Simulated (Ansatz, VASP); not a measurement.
## MgSc2C2 in VASP and in Ansatz

The input INCAR:

```
SYSTEM = MgSc2C2
  PREC = Accurate
  ENCUT = 520
  EDIFF = 1E-6
  ISMEAR = 0
  SIGMA = 0.1
  LREAL = .FALSE.
  LASPH = .TRUE.
  NELM = 150
  ALGO = Normal
  ISIF = 2
  LWAVE = .FALSE.
  LCHARG = .TRUE.
  ISPIN = 2
  MAGMOM = 0 0 0 1 1
  LORBIT = 11
  LMAXMIX = 4
  GGA = PE
  LELF = .TRUE.
  LVHAR = .TRUE.
  NBANDS = 28
```

The input KPOINTS:

```
regular mesh
0
G
  6 6 6
  0 0 0
```

Contents of POSCAR:

```
MgSc2C2
1.0
   -1.6627538063      2.4439123366      4.1219149043
    1.6627538063     -2.4439123366      4.1219149043
    1.6627538063      2.4439123366     -4.1219149043
Mg Sc C
1 2 2
Direct
    0.0000000000      0.0000000000      0.0000000000
    0.3094068109      0.8094068109      0.5000000000
    0.6905931891      0.1905931891      0.5000000000
    0.6511886852      0.5000000000      0.1511886852
    0.3488113148      0.5000000000      0.8488113148
```

Input for Ansatz:

```yaml
crystal:
  lattice:
    - [-1.6627538063, 2.4439123366, 4.1219149043]
    - [1.6627538063, -2.4439123366, 4.1219149043]
    - [1.6627538063, 2.4439123366, -4.1219149043]
  atoms:
    - { symbol: Mg, position: [0.0, 0.0, 0.0] }
    - { symbol: Sc, position: [0.3094068109, 0.8094068109, 0.5] }
    - { symbol: Sc, position: [0.6905931891, 0.1905931891, 0.5] }
    - { symbol: C, position: [0.6511886852, 0.5, 0.1511886852], spin: 1.0 }
    - { symbol: C, position: [0.3488113148, 0.5, 0.8488113148], spin: 1.0 }
basis:
  ecutwfc: 420
kpoints:
  mp_grid: { grid: [6, 6, 6] }
hamiltonian:
  xc: pbe
scf:
  occupations: { method: gaussian, width: 0.1 }
  lower_state_search: "off"
output:
  forces: true
  stress: true
  eigenvalues: true
  populations: true
magnetization:
  spin_polarized: true
```

Change from the starting cell: species swapped into the Tm2GaNi2 type (Immm, No. 71).

Alike in both runs: task single point; functional PBE; k mesh 6 × 6 × 6; occupations gaussian, width 0.1 eV; collinear spin.

|  | VASP | Ansatz |
| --- | --- | --- |
| version | VASP 6.6.1 | Ansatz 0.2.0 |
| potentials or method | VASP PAW PBE potentials, release 64 (Mg, Sc_sv, C), cutoff 520 eV | scalar-relativistic, plane waves, PAW |
| valence electrons in the cell | 32 | 40 |

Ansatz gave:

| Item | Value |
| --- | --- |
| gap on the k mesh at the Fermi level (eV) | none |
| pressure (GPa) | 0.1 |
| traceless stress, the component that is largest in VASP (GPa) | 0.19 |
| rms of the force components (eV/Å) | 0.014 |
| net moment per atom (μB) | 0.00 |

Problem. Estimate VASP's values.

Solution. gap on the k mesh at the Fermi level (eV): none; pressure (GPa): 0.3; traceless stress, the component that is largest in VASP (GPa): 0.27; rms of the force components (eV/Å): 0.045; net moment per atom (μB): 0.00.

Atom by atom the forces differ by 0.031 eV/Å (rms over components). A gap of «none» marks a metal or a gap that the smearing closes. VASP's potentials hold 32 valence electrons a cell and Ansatz's 40, so a difference there can come from the potentials and not from the codes. Ansatz's warnings: seeded moment not kept.

The k mesh is coarse, so the values compare programs but aren't converged.
